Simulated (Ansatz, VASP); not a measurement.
Two plane-wave programs on NiO

```
Ni O
1.0
     0.00000    2.05806    2.05806
     2.05806    0.00000    2.05806
     2.05806    2.05806    0.00000
Ni O
1 1
Cartesian
  0.0000 0.0000 0.0000
  2.0581 2.0581 2.0581
```

Alike in both runs: task single point; functional PBEsol; k mesh 14 × 14 × 14; occupations gaussian, width 0.15 eV; collinear spin.

|  | VASP | Ansatz |
| --- | --- | --- |
| version | VASP 6.6.1 | Ansatz 0.2.0 |
| potentials or method | VASP PAW PBE potentials, release 64 (Ni_sv_GW, O), cutoff 700 eV | scalar-relativistic, plane waves, PAW |
| valence electrons in the cell | 24 | 24 |

```csv
,VASP,Ansatz,Ansatz less VASP
gap on the k mesh at the Fermi level (eV),none,none,-
pressure (GPa),-1.4,-0.7,+0.75
net moment per atom (μB),0.59,0.58,-0.012
size of the moment on the site where the two differ most (μB),1.00,0.95,-0.046
```

VASP's potentials were made for PBE, not for PBEsol. Site moments also hang on the region over which each program counts them. A gap of «none» marks a metal or a gap that the smearing closes. Ansatz's warnings: stability check not made.
